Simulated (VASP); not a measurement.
# Sb in VASP: notebook

Sb is run at these levels: PBE+D3(BJ); tasks: single point.

Program: VASP 6.6.1. These are calculated values, not measurements. Logs are shortened: lines on timing, memory, paths and dates and some standing lists are left out, and cuts for length are marked.

### 1 The cell of the first run

The cell holds a slab with vacuum, 4 atoms: a = 4.069 Å, b = 4.069 Å, c = 20.800 Å, α = 90.00°, β = 90.00°, γ = 120.00°.

### 2 Single point, PBE+D3(BJ) (layers slid over each other, then relaxed in part)

File INCAR:

```
ALGO = Normal ; DIPOL = 0.5 0.5 0.369
EDIFF = 1E-6 ; ENCUT = 400
GGA = PE ; GGA_COMPAT = F
IDIPOL = 3 ; ISIF = 2
ISMEAR = 0 ; IVDW = 12
LASPH = T ; LCHARG = F
LDIPOL = T ; LREAL = F
LWAVE = F ; NBANDS = 38
NELM = 120 ; NELMDL = -8
PREC = Accurate ; SIGMA = 0.05
```

File KPOINTS:

```
k-points
0
Gamma
  9 9 1
```

File POSCAR:

```
Sb
1.0
    4.0686848921      0.0000000000      0.0000000000
   -2.0343424461      3.5235844766      0.0000000000
    0.0000000000      0.0000000000     20.8000277116
Sb
4
Direct
    0.3333333334      0.6666666667      0.2957720727
    0.6666666667      0.3333333333      0.2163458656
    0.4444444444      1.8888888889      0.5216372615
    0.7777777778      1.5555555556      0.4422098923
```

Potentials or basis: VASP PAW PBE potentials, release 64 (Sb_d_GW).

Started as:

```sh
$ cat potpaw_PBE.64/Sb_d_GW/POTCAR > POTCAR
$ mpirun -np 1 vasp_std > vasp.out
```

OUTCAR:

```text
EDIFF = 1E-6
   ENCUT = 400
   GGA = PE
   ISIF = 2
   ISMEAR = 0
   IVDW = 12
   LASPH = T
   LREAL = F
   NELM = 120
   NELMDL = -8
   PREC = Accurate
 IVDW          = 12

 ion  position               nearest neighbor table
   1  0.333  0.667  0.296-   2 2.87   2 2.87   2 2.87
   2  0.667  0.333  0.216-   1 2.87   1 2.87   1 2.87
   3  0.444  0.889  0.522-   4 2.87   4 2.87   4 2.87
   4  0.778  0.556  0.442-   3 2.87   3 2.87   3 2.87

  LATTYP: Found a hexagonal cell.
 ALAT       =     4.0686848921
 C/A-ratio  =     5.1122237930

  Lattice vectors:

 A1 = (   4.0686848921,   0.0000000000,   0.0000000000)
 A2 = (  -2.0343424461,   3.5235844766,   0.0000000000)
 A3 = (   0.0000000000,   0.0000000000,  20.8000277116)

Analysis of symmetry for initial positions (statically):
=====================================================================
 Subroutine PRICEL returns:
 Original cell was already a primitive cell.

 Routine SETGRP: Setting up the symmetry group for a
 hexagonal supercell.

 Subroutine GETGRP returns: Found  4 space group operations
 (whereof  2 operations were pure point group operations)
 out of a pool of 24 trial point group operations.

The static configuration has the point symmetry C_1h.
 The point group associated with its full space group is C_2h.

Analysis of symmetry for dynamics (positions and initial velocities):
=====================================================================
 Subroutine PRICEL returns:
 Original cell was already a primitive cell.

 Routine SETGRP: Setting up the symmetry group for a
 hexagonal supercell.

 Subroutine GETGRP returns: Found  4 space group operations
 (whereof  2 operations were pure point group operations)
 out of a pool of 24 trial point group operations.

The dynamic configuration has the point symmetry C_1h.
 The point group associated with its full space group is C_2h.

 Subroutine INISYM returns: Found  4 space group operations
 (whereof  2 operations are pure point group operations),
 and found     1 'primitive' translations

----------------------------------------------------------------------------------------

                                     Primitive cell

  volume of cell :     298.1966

  direct lattice vectors                    reciprocal lattice vectors
     4.068684892  0.000000000  0.000000000     0.245779663  0.141900954  0.000000000
    -2.034342446  3.523584477  0.000000000     0.000000000  0.283801909  0.000000000
     0.000000000  0.000000000 20.800027712     0.000000000  0.000000000  0.048076859

  length of vectors
     4.068684892  4.068684892 20.800027712     0.283801909  0.283801909  0.048076859

  position of ions in fractional coordinates (direct lattice)
     0.333333333  0.666666667  0.295772073
     0.666666667  0.333333333  0.216345866
     0.444444444  0.888888889  0.521637261
     0.777777778  0.555555556  0.442209892

  ion indices of the primitive-cell ions
   primitive index   ion index
                 1           1
                 2           2
                 3           3
                 4           4

----------------------------------------------------------------------------------------

 KPOINTS: k-points

Automatic generation of k-mesh.
 Grid dimensions read from file:
 generate k-points for:    9    9    1

 Generating k-lattice:

  Cartesian coordinates                     Fractional coordinates (reciprocal lattice)
     0.027308851  0.015766773  0.000000000     0.111111111 -0.000000000  0.000000000
     0.000000000  0.031533545  0.000000000     0.000000000  0.111111111  0.000000000
     0.000000000  0.000000000  0.048076859     0.000000000  0.000000000  1.000000000

  Length of vectors
     0.031533545  0.031533545  0.048076859

  Shift w.r.t. Gamma in fractional coordinates (k-lattice)
     0.000000000  0.000000000  0.000000000

 Subroutine IBZKPT returns following result:
 ===========================================

 Found     25 irreducible k-points:

 Following reciprocal coordinates:
            Coordinates               Weight
  0.000000  0.000000  0.000000      1.000000
  0.111111 -0.000000  0.000000      4.000000
  0.000000  0.111111  0.000000      2.000000
  0.222222 -0.000000  0.000000      4.000000
  0.000000  0.222222  0.000000      2.000000
  0.333333 -0.000000  0.000000      4.000000
[... 16 lines left out ...]
 -0.222222 -0.444444  0.000000      4.000000
  0.444444  0.333333  0.000000      4.000000
   k-points           NKPTS =     25   k-points in BZ     NKDIM =     25   number of bands    NBANDS=     38
   number of dos      NEDOS =    301   number of ions     NIONS =      4
   total plane-waves  NPLWV = 109760
   dimension x,y,z NGX =    28 NGY =   28 NGZ =  140
   dimension x,y,z NGXF=    56 NGYF=   56 NGZF=  280
   ions per type =               4
   NGX,Y,Z   is equivalent  to a cutoff of  11.44, 11.44, 11.19 a.u.
   NGXF,Y,Z  is equivalent  to a cutoff of  22.88, 22.88, 22.38 a.u.
 SYSTEM =  unknown system
   PREC   = accura    normal or accurate (medium, high low for compatibility)
   ISTART =      0    job   : 0-new  1-cont  2-samecut
   ICHARG =      2    charge: 1-file 2-atom 10-const
   ISPIN  =      1    spin polarized calculation?
   LNONCOLLINEAR =      F non collinear calculations
   LSORBIT =      F    spin-orbit coupling
   LASPH  =      T    aspherical Exc in radial PAW
   ENCUT  =  400.0 eV  29.40 Ry    5.42 a.u.   6.63  6.63 33.92*2*pi/ulx,y,z
   NELM   =    120;   NELMIN=  2; NELMDL= -8     # of ELM steps
   EDIFF  = 0.1E-05   stopping-criterion for ELM
   LREAL  =      F    real-space projection
   EDIFFG = 0.1E-04   stopping-criterion for IOM
   NSW    =      0    number of steps for IOM
   IBRION =     -1    ionic relax: 0-MD 1-quasi-New 2-CG
   NFREE  =      0    steps in history (QN), initial steepest desc. (CG)
   ISIF   =      2    stress and relaxation
   ISYM   =      2    0-nonsym 1-usesym 2-fastsym
   POTIM  = 0.5000    time-step for ionic-motion
   TEBEG  =    0.0;   TEEND  =   0.0 temperature during run
   PSTRESS=    0.0 pullay stress
   NELECT =      60.0000    total number of electrons
   NUPDOWN=      -1.0000    fix difference up-down
   EMIN   =  10.00;   EMAX   =-10.00  energy-range for DOS
   EFERMI =   0.00;   METHOD = LEGACY
   ISMEAR =     0;   SIGMA  =   0.05  broadening in eV -4-tet -1-fermi 0-gaus
   EFERMI_NEDOS =   21; number of points for ismear=-14 and -15
   IALGO  =     38    algorithm
   IMIX   =      4    mixing-type and parameters
     AMIX     =   0.40;   BMIX     =  1.00
     AMIX_MAG =   1.60;   BMIX_MAG =  1.00
  volume/ion in A,a.u.               =      74.55       503.08
  Fermi-wavevector in a.u.,A,eV,Ry     =   0.959307  1.812828 12.521037  0.920270
  Thomas-Fermi vector in A             =   2.088492
   LORBIT       =      0    0 simple, 1 ext, 2 COOP (PROOUT), +10 PAW based schemes
   GGA     = PE    functional components
   LHFCALC =     F    Hartree Fock is set to
   AEXX    =    0.0000 exact exchange contribution
   IVDW    =    12    specifies the selected vdW correction
   LEPSILON=     F    determine dielectric tensor
   LRPA    =     F    only Hartree local field effects (RPA)
 non-spin polarized calculation
 Gauss-broadening in eV      SIGMA  =   0.05
  energy-cutoff  :      400.00
  volume of cell :      298.20
 maximum number of plane-waves:      5503
   NGX = 13   NGY = 13   NGZ = 67

 dipolmoment           0.000000      0.000000     -0.000000 electrons x Angstroem

 number of electron      59.9999988 magnetization

 dipolmoment           0.000000      0.000000      0.000161 electrons x Angstroem

 Free energy of the ion-electron system (eV)
  ---------------------------------------------------
  ext. energy  EPLUGINS =         0.00000000
  ---------------------------------------------------
  free energy    TOTEN  =       -16.26595674 eV

  energy without entropy =      -16.26595674  energy(sigma->0) =      -16.26595674

 E-fermi :  -0.3135     XC(G=0):  -4.7888

 val. band max:       -0.5010187577   @ k =   0.1111  -0.0000   0.0000
 cond. band min:      -0.1306993567   @ k =   0.0000   0.3333   0.0000
 fundamental gap:      0.3703194010
 Fermi energy:        -0.3135377164

 k-point     1 :       0.0000    0.0000    0.0000
  band No.  band energies     occupation
      1     -29.5696      2.00000
      2     -29.5672      2.00000
      3     -29.5670      2.00000
      4     -29.5637      2.00000
      5     -29.4945      2.00000
      6     -29.4906      2.00000
[... 30 lines left out ...]
     37       3.3411      0.00000
     38       3.5370      0.00000

 k-point     2 :       0.1111   -0.0000    0.0000
  band No.  band energies     occupation
      1     -29.5679      2.00000
      2     -29.5661      2.00000
      3     -29.5606      2.00000
      4     -29.5581      2.00000
      5     -29.4934      2.00000
      6     -29.4897      2.00000
[... 30 lines left out ...]
     37       3.5074      0.00000
     38       3.7129      0.00000

 k-point     3 :       0.0000    0.1111    0.0000
  band No.  band energies     occupation
      1     -29.5661      2.00000
      2     -29.5632      2.00000
      3     -29.5627      2.00000
      4     -29.5607      2.00000
      5     -29.4909      2.00000
      6     -29.4895      2.00000
[... 30 lines left out ...]
     37       3.5075      0.00000
     38       3.7023      0.00000

 k-point     4 :       0.2222   -0.0000    0.0000
  band No.  band energies     occupation
      1     -29.5651      2.00000
      2     -29.5634      2.00000
      3     -29.5424      2.00000
      4     -29.5404      2.00000
      5     -29.4921      2.00000
      6     -29.4881      2.00000
[... 30 lines left out ...]
     37       3.9371      0.00000
     38       4.1091      0.00000
[... 703 lines left out ...]
      4     -29.4849      2.00000
      5     -29.4709      2.00000
      6     -29.4662      2.00000
[... 30 lines left out ...]
     37       5.1082      0.00000
     38       5.4649      0.00000

 k-point    23 :      -0.2222   -0.4444    0.0000
  band No.  band energies     occupation
      1     -29.5593      2.00000
      2     -29.5562      2.00000
      3     -29.4868      2.00000
      4     -29.4849      2.00000
      5     -29.4689      2.00000
      6     -29.4669      2.00000
[... 30 lines left out ...]
     37       4.8138      0.00000
     38       5.5432      0.00000

 k-point    24 :       0.4444    0.3333    0.0000
  band No.  band energies     occupation
      1     -29.5600      2.00000
      2     -29.5578      2.00000
      3     -29.4868      2.00000
      4     -29.4845      2.00000
      5     -29.4720      2.00000
      6     -29.4659      2.00000
[... 30 lines left out ...]
     37       5.1129      0.00000
     38       5.3718      0.00000

 [... further k-points ...]

------------------------ aborting loop because EDIFF is reached ----------------------------------------

 vacuum level on the upper side and lower side of the slab       (xc-potential included)        -0.174        -0.176

 Edisp (eV)   -1.28667

 E8    (eV) :    -0.6197

  FORCE on cell =-STRESS in cart. coord.  units (eV):
  Direction    XX          YY          ZZ          XY          YZ          ZX
  --------------------------------------------------------------------------------------
  -------------------------------------------------------------------------------------
  Total       0.34659    -0.00614    -0.25656     0.00000    -0.19228     0.00000
  in kB       1.86220    -0.03299    -1.37848     0.00000    -1.03309     0.00000
  external pressure =        0.15 kB  Pullay stress =        0.00 kB

 VOLUME and BASIS-vectors are now :
 -----------------------------------------------------------------------------
  energy-cutoff  :      400.00
  volume of cell :      298.20
      direct lattice vectors                 reciprocal lattice vectors
     4.068684892  0.000000000  0.000000000     0.245779663  0.141900954  0.000000000
    -2.034342446  3.523584477  0.000000000     0.000000000  0.283801909  0.000000000
     0.000000000  0.000000000 20.800027712     0.000000000  0.000000000  0.048076859

 POSITION                                       TOTAL-FORCE (eV/Angst)
 -----------------------------------------------------------------------------------
      0.00000      2.34906      6.15207        -0.000000      0.026448     -0.000768
      2.03434      1.17453      4.50000        -0.000000      0.016653     -0.003397
     -0.00000      3.13208     10.85007         0.000000     -0.016653      0.003397
      2.03434      1.95755      9.19798         0.000000     -0.026448      0.000768
 -----------------------------------------------------------------------------------
    total drift:                               -0.000000      0.000190      0.021821

  FREE ENERGIE OF THE ION-ELECTRON SYSTEM (eV)
  ---------------------------------------------------
  free  energy   TOTEN  =       -17.5526306465 eV

  energy  without entropy=      -17.5526306442  energy(sigma->0) =      -17.55263065

 vacuum level on the upper side and lower side of the slab         3.705         3.704
```

Wall time 7.4 min (1 thread of Intel Xeon Platinum 8259CL at 2.50GHz (Skylake/Cascade Lake), shared host); peak memory 0.41 GiB.

What came out:

```
Free energy                : -17.5526 eV
Largest force              : 0.026 eV/Å
Dispersion energy per atom : -0.322 eV
```

Forces on the atoms (eV/Å):
```
Sb   0.000  0.026 -0.001
Sb   0.000  0.017 -0.003
Sb   0.000 -0.017  0.003
Sb   0.000 -0.026  0.001
```

Caveat: the cell differs from its parent crystal (layers slid over each other, then relaxed in part); spin-orbit coupling is left out, which moves the levels of the heavy elements.

(Part 1 of 2 ends here.)
